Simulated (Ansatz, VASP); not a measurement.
# Ce in VASP and in Ansatz

```
Ce
1.0
     0.00000    2.37746    2.37746
     2.37746    0.00000    2.37746
     2.37746    2.37746    0.00000
Ce
1
Direct
  0.00000 0.00000 0.00000
```

Alike in both runs: task single point; functional PBE; k mesh 11 × 11 × 11; occupations gaussian, width 0.6 eV; no spin polarisation.

|  | VASP | Ansatz |
| --- | --- | --- |
| version | VASP 6.6.1 | Ansatz 0.2.0 |
| potentials or method | VASP PAW PBE potentials, release 64 (Ce), cutoff 500 eV | plane waves (420 eV) with PAW, scalar-relativistic |
| valence electrons in the cell | 12 | 12 |

VASP gave:

```
pressure (GPa) : 2.3
```

Q: Estimate Ansatz's values.

A: Pressure (GPa): 2.6.

The functional is the same, so the differences come from potentials, cutoffs and numerics.

Spin-orbit coupling is off throughout.
